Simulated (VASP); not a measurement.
**Cs4ErTe: single point with PBE**

Cs4ErTe:

```
Cs Er Te
1.0
     0.00000    5.54274    5.54274
     5.54274    0.00000    5.54274
     5.54274    5.54274    0.00000
Cs Er Te
4 1 1
Direct
  0.87918 0.37361 0.37361
  0.37361 0.37361 0.37361
  0.37361 0.87918 0.37361
  0.37361 0.37361 0.87918
  0.75000 0.75000 0.75000
  0.00000 0.00000 0.00000
```

The cell was built from a structure type or drawn by symmetry, and may not be a known phase.

```json
{
  "Program": "VASP 6.6.1",
  "Task": "single point",
  "Functional": "PBE",
  "Potentials or basis": "VASP PAW PBE potentials, release 64 (Cs_sv, Er_3, Te), 4f in core",
  "Cutoff": "500 eV",
  "k mesh": "3 × 3 × 3",
  "Occupations": "gaussian, width 0.2 eV",
  "Spin": "no spin polarisation"
}
```

The pressure is 0.4 GPa. The largest force is 0.112 eV/Å. The band gap on the k mesh is zero (an odd number of electrons rules out a gap without spin polarisation).

Forces on the atoms (eV/Å):
```
Cs  -0.064  0.064  0.064
Cs  -0.064 -0.064 -0.064
Cs   0.064 -0.064  0.064
Cs   0.064  0.064 -0.064
Er   0.000  0.000  0.000
Te   0.000  0.000  0.000
```

Levels at points of the mesh, in eV from the Fermi level:
| k point | band 23 | band 24 | band 25 | band 26 | band 27 | band 28 |
| --- | --- | --- | --- | --- | --- | --- |
| (0.00, 0.00, 0.00) | -1.89 | -1.89 | -0.76 | 0.01 | 0.01 | 0.01 |

Run time: 64 s on 1 thread of Intel(R) Xeon(R) 6975P-C (Granite Rapids), with other jobs on the host, peak memory 0.49 GiB.

Caveat: spin-orbit coupling is left out, which moves the levels of the heavy elements; the 4f electrons are frozen in the core, so they carry no moment and show no levels. Spin polarisation is off, so any magnetic state and its effect on volume and gap are missing.
